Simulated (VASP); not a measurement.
# Si5As3 (Im-3m) in VASP: a series of runs, part 2 of 2

VASP 6.6.1. The steps go on from the part before.

## (4) Relaxation of cell and atoms, PBE

This run uses another cell than the first one, of 16.56 Å³/atom, 0.844 times its volume.

Contents of INCAR:

```
ALGO     = Normal         # electronic algorithm
EDIFF    = 1E-6           # SCF threshold, eV
EDIFFG   = -0.01          # ionic threshold
ENCUT    = 600            # plane-wave cutoff, eV
GGA      = PE             # functional
IBRION   = 2              # ionic algorithm
ISIF     = 3              # what is computed and relaxed
ISMEAR   = 0              # smearing method
LASPH    = T              # aspherical terms in the spheres
LCHARG   = F              # write CHGCAR
LREAL    = F              # projectors in reciprocal space
LWAVE    = F              # write WAVECAR
NELM     = 60             # most SCF steps
NSW      = 100            # ionic steps
PREC     = Accurate       # precision mode
SIGMA    = 0.1            # smearing width, eV
```

Contents of KPOINTS:

```
k-points
0
Gamma
  8 8 8
```

Contents of POSCAR:

```
Si5As3
1.0
   -3.2113406588      3.2113406588      3.2113406588
    3.2113406588     -3.2113406588      3.2113406588
    3.2113406588      3.2113406588     -3.2113406588
Si As
5 3
Direct
    0.5000000000      0.5000000000      0.5000000000
    0.0000000000      0.0000000000      0.5000000000
    0.0000000000      0.5000000000      0.0000000000
    0.5000000000      0.0000000000      0.0000000000
    0.0000000000      0.0000000000      0.0000000000
    0.0000000000      0.5000000000      0.5000000000
    0.5000000000      0.0000000000      0.5000000000
    0.5000000000      0.5000000000      0.0000000000
```

Potentials or basis: VASP PAW PBE potentials, release 64 (Si, As).

Run with:

```bash
$ cat potpaw_PBE.64/Si/POTCAR potpaw_PBE.64/As/POTCAR > POTCAR
$ mpirun -np 1 vasp_std > vasp.out
```

OUTCAR:

```text
EDIFF = 1E-6
   EDIFFG = -0.01
   ENCUT = 600
   GGA = PE
   IBRION = 2
   ISIF = 3
   ISMEAR = 0
   LASPH = T
   LREAL = F
   NELM = 60
   NSW = 100
   PREC = Accurate

 ion  position               nearest neighbor table
   1  0.500  0.500  0.500-   5 2.78   6 2.78   7 2.78   8 2.78   8 2.78   7 2.78   6 2.78   5 2.78

   2  0.000  0.000  0.500-   5 2.78   6 2.78   7 2.78   8 2.78   5 2.78   6 2.78   7 2.78   8 2.78

   3  0.000  0.500  0.000-   5 2.78   6 2.78   7 2.78   8 2.78   6 2.78   5 2.78   8 2.78   7 2.78
[... 7 lines left out ...]
   7  0.500  0.000  0.500-   1 2.78   2 2.78   3 2.78   4 2.78   4 2.78   1 2.78   2 2.78   3 2.78

   8  0.500  0.500  0.000-   1 2.78   2 2.78   3 2.78   4 2.78   1 2.78   4 2.78   3 2.78   2 2.78

  LATTYP: Found a body centered cubic cell.
 ALAT       =     6.4226813176

  Lattice vectors:

 A1 = (  -3.2113406588,   3.2113406588,   3.2113406588)
 A2 = (   3.2113406588,  -3.2113406588,   3.2113406588)
 A3 = (   3.2113406588,   3.2113406588,  -3.2113406588)

Analysis of symmetry for initial positions (statically):
=====================================================================
 Subroutine PRICEL returns:
 Original cell was already a primitive cell.

 Routine SETGRP: Setting up the symmetry group for a
 body centered cubic supercell.

 Subroutine GETGRP returns: Found 48 space group operations
[... 9 lines left out ...]

 Routine SETGRP: Setting up the symmetry group for a
 body centered cubic supercell.

 Subroutine GETGRP returns: Found 48 space group operations
[... 11 lines left out ...]
                                     Primitive cell

  volume of cell :     132.4705

  direct lattice vectors                    reciprocal lattice vectors
    -3.211340659  3.211340659  3.211340659     0.000000000  0.155698212  0.155698212
     3.211340659 -3.211340659  3.211340659     0.155698212  0.000000000  0.155698212
     3.211340659  3.211340659 -3.211340659     0.155698212  0.155698212  0.000000000

  length of vectors
     5.562205181  5.562205181  5.562205181     0.220190524  0.220190524  0.220190524

[... 115 lines left out ...]
  Thomas-Fermi vector in A             =   2.185493
   LORBIT       =      0    0 simple, 1 ext, 2 COOP (PROOUT), +10 PAW based schemes
   GGA     = PE    functional components
   LHFCALC =     F    Hartree Fock is set to
   AEXX    =    0.0000 exact exchange contribution
   IVDW    =     0    specifies the selected vdW correction
   LEPSILON=     F    determine dielectric tensor
   LRPA    =     F    only Hartree local field effects (RPA)
 conjugate gradient relaxation of ions
 non-spin polarized calculation
 Gauss-broadening in eV      SIGMA  =   0.10
  energy-cutoff  :      600.00
  volume of cell :      132.47
 maximum number of plane-waves:      4440
 NGX is ok and might be reduce to    48
   NGX = 23   NGY = 23   NGZ = 23

--------------------------------------- Ionic step        1  -------------------------------------------

 number of electron      35.0000000 magnetization

 Free energy of the ion-electron system (eV)
  ---------------------------------------------------
  ext. energy  EPLUGINS =         0.00000000
  ---------------------------------------------------
  free energy    TOTEN  =       -36.86054477 eV

  energy without entropy =      -36.84552404  energy(sigma->0) =      -36.85303441

------------------------ aborting loop because EDIFF is reached ----------------------------------------

  FORCE on cell =-STRESS in cart. coord.  units (eV):
  Direction    XX          YY          ZZ          XY          YZ          ZX
  --------------------------------------------------------------------------------------
  -------------------------------------------------------------------------------------
  Total       -0.3288522     -0.3288522     -0.3288522     -0.0000000      0.0000000      0.0000000
  in kB       -3.9773352     -3.9773352     -3.9773352     -0.0000000      0.0000000      0.0000000
  external PRESSURE =      -3.9773352 kB  Pullay stress =       0.0000000 kB
[... 71 lines left out ...]
--------------------------------------- Ionic step        3  -------------------------------------------

 number of electron      35.0000000 magnetization

 Free energy of the ion-electron system (eV)
  ---------------------------------------------------
  ext. energy  EPLUGINS =         0.00000000
  ---------------------------------------------------
  free energy    TOTEN  =       -36.86132630 eV

  energy without entropy =      -36.84670345  energy(sigma->0) =      -36.85401487

 E-fermi :   8.3845     XC(G=0): -10.9552

 val. band max:        8.3759546433   @ k =   0.5000   0.5000   0.1250
 cond. band min:       8.4056890547   @ k =   0.3750   0.1250  -0.0000
 fundamental gap:      0.0297344114
 Fermi energy:         8.3845351228

 k-point     1 :       0.0000    0.0000    0.0000
  band No.  band energies     occupation
      1      -6.3911      2.00000
      2      -2.1149      2.00000
      3      -2.1149      2.00000
      4       0.5999      2.00000
      5       1.5754      2.00000
      6       1.5754      2.00000
[... 589 lines left out ...]
     21       9.4694      0.00000
     22       9.8735      0.00000

 [... further k-points ...]
[... 5 lines left out ...]
  --------------------------------------------------------------------------------------
  -------------------------------------------------------------------------------------
  Total        0.0024440      0.0024440      0.0024440      0.0000000      0.0000000     -0.0000000
  in kB        0.0296991      0.0296991      0.0296991      0.0000000      0.0000000     -0.0000000
  external PRESSURE =       0.0296991 kB  Pullay stress =       0.0000000 kB
[... 23 lines left out ...]
  FREE ENERGIE OF THE ION-ELECTRON SYSTEM (eV)
  ---------------------------------------------------
  free  energy   TOTEN  =       -36.8613262952 eV

  energy  without entropy=      -36.8467034460  energy(sigma->0) =      -36.85401487

 reached required accuracy - stopping structural energy minimisation
```

CONTCAR:

```text
Si5As3
   1.00000000000000
    -3.2062939659402803    3.2062939659402803    3.2062939659402803
     3.2062939659402803   -3.2062939659402803    3.2062939659402803
     3.2062939659402803    3.2062939659402803   -3.2062939659402803
  Si              As
     5     3
Direct
     0.5000000000000000    0.5000000000000000    0.5000000000000000
     0.0000000000000000    0.0000000000000000    0.5000000000000000
     0.0000000000000000    0.5000000000000000    0.0000000000000000
     0.5000000000000000    0.0000000000000000    0.0000000000000000
     0.0000000000000000    0.0000000000000000    0.0000000000000000
     0.0000000000000000    0.5000000000000000    0.5000000000000000
     0.5000000000000000    0.0000000000000000    0.5000000000000000
     0.5000000000000000    0.5000000000000000    0.0000000000000000

  0.00000000E+00  0.00000000E+00  0.00000000E+00
  0.00000000E+00  0.00000000E+00  0.00000000E+00
  0.00000000E+00  0.00000000E+00  0.00000000E+00
  0.00000000E+00  0.00000000E+00  0.00000000E+00
  0.00000000E+00  0.00000000E+00  0.00000000E+00
  0.00000000E+00  0.00000000E+00  0.00000000E+00
  0.00000000E+00  0.00000000E+00  0.00000000E+00
  0.00000000E+00  0.00000000E+00  0.00000000E+00
```

It took 4.4 min on 1 thread of Intel Xeon 6975P-C, shared host; peak memory 0.39 GiB.

What came out:

- Free energy: -36.8613 eV
- Relaxed volume: 16.48 Å³/atom
- Relaxed cell: a = 5.553 Å, b = 5.553 Å, c = 5.553 Å, α = 109.47°, β = 109.47°, γ = 109.47°
- Space group after relaxing (to 0.05 Å): Im-3m (No. 229)
- Energy gained by relaxing: 0.1 meV/atom
- Ionic steps: 3
- Pressure after relaxing: 0.0 GPa

Step by step:
| step | energy change (eV) | largest force (eV/Å) | pressure (GPa) | volume (Å³) |
| --- | --- | --- | --- | --- |
| 1 | 0.0000 | 0.0000 | -0.40 | 132.47 |
| 2 | -0.0007 | 0.0000 | 0.11 | 131.68 |
| 3 | -0.0008 | 0.0000 | 0.00 | 131.85 |

Final structure:
```
CELL_PARAMETERS angstrom
-3.20629 3.20629 3.20629
3.20629 -3.20629 3.20629
3.20629 3.20629 -3.20629
ATOMIC_POSITIONS crystal
Si 0.50000 0.50000 0.50000
Si 0.00000 0.00000 0.50000
Si 0.00000 0.50000 0.00000
Si 0.50000 0.00000 0.00000
Si 0.00000 0.00000 0.00000
As 0.00000 0.50000 0.50000
As 0.50000 0.00000 0.50000
As 0.50000 0.50000 0.00000
```

Levels at points of the mesh, in eV from the Fermi level:
```
           k point  band 15  band 16  band 17  band 18  band 19  band 20
(0.00, 0.00, 0.00)    -1.37    -1.37    -1.37     2.86     2.86     3.09
(0.50, 0.00, 0.00)    -2.04    -1.61    -0.92    -0.85    -0.03     0.58
(0.50, 0.50, 0.50)     0.92     0.92     0.92     1.63     1.63     1.63
```

## (5) The runs side by side

| task | cell | k mesh | cutoff (eV) | gap on the mesh (eV) | pressure (GPa) | relaxed volume (Å³/atom) |
| --- | --- | --- | --- | --- | --- | --- |
| relaxation of cell and atoms | relaxed from a = 5.886 Å, angles 109.5°, 8 atoms | 4 × 4 × 4 | 600 | none | 0.2 | 16.54 |
| single point | a = 5.551 Å, angles 109.5°, 8 atoms | 8 × 8 × 8 | 520 | none | 0.1 | - |
| relaxation of cell and atoms | relaxed from a = 5.562 Å, angles 109.5°, 8 atoms | 8 × 8 × 8 | 600 | none | 0.0 | 16.48 |

Alike in all rows: level PBE; potentials or basis VASP PAW PBE potentials, release 64 (Si, As); no spin polarisation; smearing gaussian 0.1 eV.

Caveats: the volume moved by over 15 % at a fixed basis, so the end points are rough (some runs).

Absolute energies hang on the potentials; compare differences alone.
